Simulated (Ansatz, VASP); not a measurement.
**AlN: VASP beside Ansatz**

The input INCAR:

```
ALGO = Normal ; EDIFF = 1E-6
ENCUT = 520 ; GGA = PS
ISIF = 2 ; ISMEAR = 0
LASPH = T ; LCHARG = F
LREAL = F ; LWAVE = F
NBANDS = 16 ; NELM = 100
PREC = Accurate ; SIGMA = 0.05
```

KPOINTS

```
k-points
0
Gamma
  9 9 6
```

POSCAR

```
AlN
1.0
    3.2746964843      0.0000000000      0.0000000000
   -1.6373482422      2.8359703450      0.0000000000
    0.0000000000      0.0000000000      4.3088456340
Al N
2 2
Direct
    0.3333333333      0.6666666667      0.7500000000
    0.6666666667      0.3333333333      0.2500000000
    0.3333333333      0.6666666667      0.2500000000
    0.6666666667      0.3333333333      0.7500000000
```

Input for Ansatz:

```yaml
crystal:
  lattice:
    - [3.2746964843, 0.0, 0.0]
    - [-1.6373482422, 2.835970345, 0.0]
    - [0.0, 0.0, 4.308845634]
  atoms:
    - { symbol: Al, position: [0.3333333333, 0.6666666667, 0.75] }
    - { symbol: Al, position: [0.6666666667, 0.3333333333, 0.25] }
    - { symbol: "N", position: [0.3333333333, 0.6666666667, 0.25] }
    - { symbol: "N", position: [0.6666666667, 0.3333333333, 0.75] }
basis:
  ecutwfc: 520.0
kpoints:
  mp_grid: { grid: [9, 9, 6] }
hamiltonian:
  xc: pbesol
  pseudopotentials: { kind: paw, azcp: { folder: soft_1 } }
scf:
  occupations: { method: gaussian, width: 0.05 }
output:
  forces: true
  stress: true
  eigenvalues: true
```

Alike in both runs: task single point; functional PBEsol; k mesh 9 × 9 × 6; occupations gaussian, width 0.05 eV; no spin polarisation.

```csv
,VASP,Ansatz
version,VASP 6.6.1,Ansatz 0.2.0
potentials or method,"VASP PAW PBE potentials, release 64 (Al, N), cutoff 520 eV","scalar-relativistic, plane waves, PAW"
valence electrons in the cell,16,16
```

```tsv
	VASP	Ansatz	Ansatz less VASP
gap on the k mesh at the Fermi level (eV)	3.05	3.03	-0.014
least direct gap on the mesh (eV)	3.05	3.03	-0.014
pressure (GPa)	-3.0	-3.0	0.00
traceless stress, the component that is largest in VASP (GPa)	-4.93	-4.87	+0.060
```

VASP's potentials were made for PBE, not for PBEsol, and Ansatz warns of the same on its side. The functional is the same, so the differences come from potentials, cutoffs and numerics.
